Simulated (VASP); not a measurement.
# Zn (C2/m) in VASP: notebook, part 2 of 2

VASP 6.6.1. The steps go on from the part before.

## Step 3: Relaxation of shape and atoms at fixed volume, PBE (15.70 Å³/atom)

This run uses another cell than the first one, of 15.70 Å³/atom.

File INCAR:

```
SYSTEM = Zn
ALGO = Fast ; EDIFF = 1E-6
EDIFFG = -0.001 ; ENCUT = 600
GGA = PE ; IBRION = 2
ISIF = 4 ; ISMEAR = -1
LASPH = .TRUE. ; LCHARG = .FALSE.
LREAL = .FALSE. ; LWAVE = .FALSE.
NELM = 60 ; NSW = 80
PREC = Accurate ; SIGMA = 0.15
```

File KPOINTS:

```
k-points
0
G
  18 18 6
  0 0 0
```

File POSCAR:

```
Zn
1.0
    2.2980795937     -1.3262387009      0.0104610151
    2.2980795937      1.3262387009      0.0104610151
   -1.5794460497      0.0000000000      7.7198856012
Zn
3
Direct
    0.0000000000      0.0000000000      0.0000000000
    0.2220107751      0.2220107751      0.6654791111
    0.7779892249      0.7779892249      0.3345208889
```

Potentials or basis: VASP PAW PBE potentials, release 64 (Zn).

Command:

```sh
$ cat potpaw_PBE.64/Zn/POTCAR > POTCAR
$ mpirun -np 1 vasp_std > vasp.out
```

OUTCAR:

```text
SYSTEM = Zn
   EDIFF = 1E-6
   EDIFFG = -0.001
   ENCUT = 600
   GGA = PE
   IBRION = 2
   ISIF = 4
   ISMEAR = -1
   LASPH = .TRUE.
   LREAL = .FALSE.
   NELM = 60
   NSW = 80
   PREC = Accurate

 ion  position               nearest neighbor table
   1  0.000  0.000  0.000-   3 3.00   3 3.00   2 3.00   2 3.00   2 3.01   3 3.01
   2  0.222  0.222  0.665-   3 2.98   3 2.98   3 2.98   1 3.00   1 3.00   1 3.01
   3  0.778  0.778  0.335-   2 2.98   2 2.98   2 2.98   1 3.00   1 3.00   1 3.01

  LATTYP: Found a base centered monoclinic cell.
 ALAT       =     4.5962068064
 B/A-ratio  =     0.5771014042
 C/A-ratio  =     1.7144142079
 COS(beta)  =    -0.1959806293

  Lattice vectors:

 A1 = (   2.2980795937,  -1.3262387009,   0.0104610151)
 A2 = (   2.2980795937,   1.3262387009,   0.0104610151)
 A3 = (  -1.5794460497,   0.0000000000,   7.7198856012)

Analysis of symmetry for initial positions (statically):
=====================================================================
 Subroutine PRICEL returns:
 Original cell was already a primitive cell.

 Routine SETGRP: Setting up the symmetry group for a
 base centered monoclinic supercell.

 Subroutine GETGRP returns: Found  4 space group operations
 (whereof  4 operations were pure point group operations)
 out of a pool of  4 trial point group operations.

The static configuration has the point symmetry C_2h.

Analysis of symmetry for dynamics (positions and initial velocities):
=====================================================================
 Subroutine PRICEL returns:
 Original cell was already a primitive cell.

 Routine SETGRP: Setting up the symmetry group for a
 base centered monoclinic supercell.

 Subroutine GETGRP returns: Found  4 space group operations
 (whereof  4 operations were pure point group operations)
 out of a pool of  4 trial point group operations.

The dynamic configuration has the point symmetry C_2h.

 Subroutine INISYM returns: Found  4 space group operations
 (whereof  4 operations are pure point group operations),
 and found     1 'primitive' translations

----------------------------------------------------------------------------------------

                                     Primitive cell

  volume of cell :      47.1012

  direct lattice vectors                    reciprocal lattice vectors
     2.298079594 -1.326238701  0.010461015     0.217370526 -0.377006039  0.044472812
     2.298079594  1.326238701  0.010461015     0.217370526  0.377006039  0.044472812
    -1.579446050  0.000000000  7.719885601    -0.000589106  0.000000000  0.129415070

  length of vectors
     2.653335324  2.653335324  7.879802251     0.437448660  0.437448660  0.129416411

  position of ions in fractional coordinates (direct lattice)
     0.000000000  0.000000000  0.000000000
     0.222010775  0.222010775  0.665479111
     0.777989225  0.777989225  0.334520889

  ion indices of the primitive-cell ions
   primitive index   ion index
                 1           1
                 2           2
                 3           3

[... 22 lines left out ...]
 ===========================================

 Found    524 irreducible k-points:

 Following reciprocal coordinates:
            Coordinates               Weight
  0.000000  0.000000  0.000000      1.000000
  0.055556  0.000000 -0.000000      4.000000
  0.111111  0.000000 -0.000000      4.000000
  0.166667  0.000000  0.000000      4.000000
  0.222222  0.000000  0.000000      4.000000
  0.277778  0.000000 -0.000000      4.000000
[... 16 lines left out ...]
 -0.277778  0.055556 -0.000000      4.000000
 -0.222222  0.055556  0.000000      4.000000
 [... further k-points ...]
   k-points           NKPTS =    524   k-points in BZ     NKDIM =    524   number of bands    NBANDS=     22
   number of dos      NEDOS =    301   number of ions     NIONS =      3
   total plane-waves  NPLWV =  36864
   dimension x,y,z NGX =    24 NGY =   24 NGZ =   64
   dimension x,y,z NGXF=    48 NGYF=   48 NGZF=  128
   ions per type =               3
   NGX,Y,Z   is equivalent  to a cutoff of  15.04, 15.04, 13.50 a.u.
   NGXF,Y,Z  is equivalent  to a cutoff of  30.07, 30.07, 27.01 a.u.
 SYSTEM =  Zn
   PREC   = accura    normal or accurate (medium, high low for compatibility)
   ISTART =      0    job   : 0-new  1-cont  2-samecut
   ICHARG =      2    charge: 1-file 2-atom 10-const
   ISPIN  =      1    spin polarized calculation?
   LNONCOLLINEAR =      F non collinear calculations
   LSORBIT =      F    spin-orbit coupling
   LASPH  =      T    aspherical Exc in radial PAW
   ENCUT  =  600.0 eV  44.10 Ry    6.64 a.u.   5.30  5.30 15.74*2*pi/ulx,y,z
   NELM   =     60;   NELMIN=  2; NELMDL= -5     # of ELM steps
   EDIFF  = 0.1E-05   stopping-criterion for ELM
   LREAL  =      F    real-space projection
   EDIFFG = -.1E-02   stopping-criterion for IOM
   NSW    =     80    number of steps for IOM
   IBRION =      2    ionic relax: 0-MD 1-quasi-New 2-CG
   NFREE  =      1    steps in history (QN), initial steepest desc. (CG)
   ISIF   =      4    stress and relaxation
   ISYM   =      2    0-nonsym 1-usesym 2-fastsym
   POTIM  = 0.5000    time-step for ionic-motion
   TEBEG  =    0.0;   TEEND  =   0.0 temperature during run
   PSTRESS=    0.0 pullay stress
   NELECT =      36.0000    total number of electrons
   NUPDOWN=      -1.0000    fix difference up-down
   EMIN   =  10.00;   EMAX   =-10.00  energy-range for DOS
   EFERMI =   0.00;   METHOD = LEGACY
   ISMEAR =    -1;   SIGMA  =   0.15  broadening in eV -4-tet -1-fermi 0-gaus
   EFERMI_NEDOS =   21; number of points for ismear=-14 and -15
   IALGO  =     68    algorithm
   IMIX   =      4    mixing-type and parameters
     AMIX     =   0.40;   BMIX     =  1.00
     AMIX_MAG =   1.60;   BMIX_MAG =  1.00
  volume/ion in A,a.u.               =      15.70       105.95
  Fermi-wavevector in a.u.,A,eV,Ry     =   1.496804  2.828550 30.482808  2.240423
  Thomas-Fermi vector in A             =   2.608774
   LORBIT       =      0    0 simple, 1 ext, 2 COOP (PROOUT), +10 PAW based schemes
   GGA     = PE    functional components
   LHFCALC =     F    Hartree Fock is set to
   AEXX    =    0.0000 exact exchange contribution
   IVDW    =     0    specifies the selected vdW correction
   LEPSILON=     F    determine dielectric tensor
   LRPA    =     F    only Hartree local field effects (RPA)
 conjugate gradient relaxation of ions
 non-spin polarized calculation
 RMM-DIIS sequential band-by-band and
  energy-cutoff  :      600.00
  volume of cell :       47.10
 maximum number of plane-waves:      1587
 NGX is ok and might be reduce to    24
   NGX = 11   NGY = 11   NGZ = 31

--------------------------------------- Ionic step        1  -------------------------------------------

 number of electron      35.9999987 magnetization

 Free energy of the ion-electron system (eV)
  ---------------------------------------------------
  ext. energy  EPLUGINS =         0.00000000
  ---------------------------------------------------
  free energy    TOTEN  =        -3.33371745 eV

  energy without entropy =       -3.28329415  energy(sigma->0) =       -3.30850580

------------------------ aborting loop because EDIFF is reached ----------------------------------------

  FORCE on cell =-STRESS in cart. coord.  units (eV):
  Direction    XX          YY          ZZ          XY          YZ          ZX
  --------------------------------------------------------------------------------------
  -------------------------------------------------------------------------------------
  Total       -0.3914918     -0.3922583     -0.2873264      0.0000000      0.0000000      0.0000539
  in kB      -13.3168440    -13.3429192     -9.7735918      0.0000000      0.0000000      0.0018342
  external PRESSURE =     -12.1444517 kB  Pullay stress =       0.0000000 kB
[... 135 lines left out ...]
--------------------------------------- Ionic step        5  -------------------------------------------

 number of electron      35.9999987 magnetization

 Free energy of the ion-electron system (eV)
  ---------------------------------------------------
  ext. energy  EPLUGINS =         0.00000000
  ---------------------------------------------------
  free energy    TOTEN  =        -3.33396084 eV

  energy without entropy =       -3.28428109  energy(sigma->0) =       -3.30912096

 E-fermi :   2.8273     XC(G=0): -11.3719

 val. band max:        2.8231842396   @ k =   0.4444   0.0556   0.3333
 cond. band min:       2.8396419833   @ k =  -0.1111  -0.0000   0.1667
 fundamental gap:      0.0164577437
 Fermi energy:         2.8273172348

 k-point     1 :       0.0000    0.0000    0.0000
  band No.  band energies     occupation
      1      -7.2877      2.00000
      2      -5.8480      2.00000
      3      -5.8427      2.00000
      4      -5.0204      2.00000
      5      -4.7515      2.00000
      6      -4.7500      2.00000
[... 589 lines left out ...]
     21      10.3432      0.00000
     22      11.4739      0.00000

 [... further k-points ...]
[... 5 lines left out ...]
  --------------------------------------------------------------------------------------
  -------------------------------------------------------------------------------------
  Total       -0.2819987     -0.2817617     -0.2831897      0.0000000      0.0000000      0.0023789
  in kB       -9.5923661     -9.5843046     -9.6328807      0.0000000      0.0000000      0.0809191
  external PRESSURE =      -9.6031838 kB  Pullay stress =       0.0000000 kB
[... 18 lines left out ...]
  FREE ENERGIE OF THE ION-ELECTRON SYSTEM (eV)
  ---------------------------------------------------
  free  energy   TOTEN  =        -3.3339608406 eV

  energy  without entropy=       -3.2842810857  energy(sigma->0) =       -3.30912096

 reached required accuracy - stopping structural energy minimisation
```

CONTCAR:

```text
Zn
   1.00000000000000
     2.2929751523806159   -1.3233584405601071    0.0107154839480159
     2.2929751523806159    1.3233584405601071    0.0107154839480159
    -1.5752327805889690    0.0000000000000000    7.7537706577406054
  Zn
     3
Direct
     0.0000000000000000    0.0000000000000000    0.0000000000000000
     0.2219850776655400    0.2219850776655400    0.6654798948434172
     0.7780149223344600    0.7780149223344600    0.3345201051565829

  0.00000000E+00  0.00000000E+00  0.00000000E+00
  0.00000000E+00  0.00000000E+00  0.00000000E+00
  0.00000000E+00  0.00000000E+00  0.00000000E+00
```

It took 29 min on 1 thread of Oxide Virtual Turin-like, shared host; peak memory 0.56 GiB.

What came out:

```yaml
Free_energy: -3.3340 eV
Energy_gained_by_relaxing: 0.1 meV/atom
Ionic_steps: 5
Pressure_after_relaxing: -1.0 GPa
Band_gap_on_the_k_mesh: zero (bands 18 and 19 overlap by 5.41 eV)
```

The path:
| step | energy change (eV) | largest force (eV/Å) | pressure (GPa) | volume (Å³) |
| --- | --- | --- | --- | --- |
| 1 | 0.0000 | 0.0006 | -1.21 | 47.10 |
| 2 | -0.0001 | 0.0004 | -1.03 | 47.10 |
| 3 | -0.0002 | 0.0010 | -0.99 | 47.10 |
| 4 | -0.0002 | 0.0009 | -0.95 | 47.10 |
| 5 | -0.0002 | 0.0006 | -0.96 | 47.10 |

Final structure:
```cif
data_structure
_symmetry_space_group_name_H-M 'P 1'
_symmetry_Int_Tables_number 1
_cell_length_a 2.6475
_cell_length_b 2.6475
_cell_length_c 7.9122
_cell_angle_alpha 99.699
_cell_angle_beta 99.699
_cell_angle_gamma 59.981
_cell_volume 47.10
loop_
_atom_site_label
_atom_site_type_symbol
_atom_site_fract_x
_atom_site_fract_y
_atom_site_fract_z
_atom_site_occupancy
Zn1 Zn 0.00000 0.00000 0.00000 1
Zn2 Zn 0.22199 0.22199 0.66548 1
Zn3 Zn 0.77802 0.77802 0.33452 1
```

Levels at points of the mesh, in eV from the Fermi level:
```tsv
k point	band 14	band 15	band 16	band 17	band 18	band 19	band 20	band 21	band 22
(0.00, 0.00, 0.00)	-7.05	-7.05	-7.04	-6.73	-6.69	0.91	0.96	11.76	15.59
(0.50, 0.00, 0.00)	-6.79	-6.79	-2.47	-1.88	-1.33	0.62	1.10	1.84	6.15
(0.50, 0.50, 0.00)	-6.79	-6.78	-2.21	-2.00	-1.60	-0.07	1.83	3.10	4.39
(0.00, 0.00, 0.50)	-7.11	-7.11	-7.01	-7.01	-3.62	-3.56	6.54	6.62	18.18
(0.50, 0.00, 0.50)	-6.79	-6.78	-2.21	-1.99	-1.59	-0.05	1.82	3.09	4.42
(0.50, 0.50, 0.50)	-6.79	-6.79	-2.48	-1.88	-1.32	0.63	1.07	1.82	6.18
```
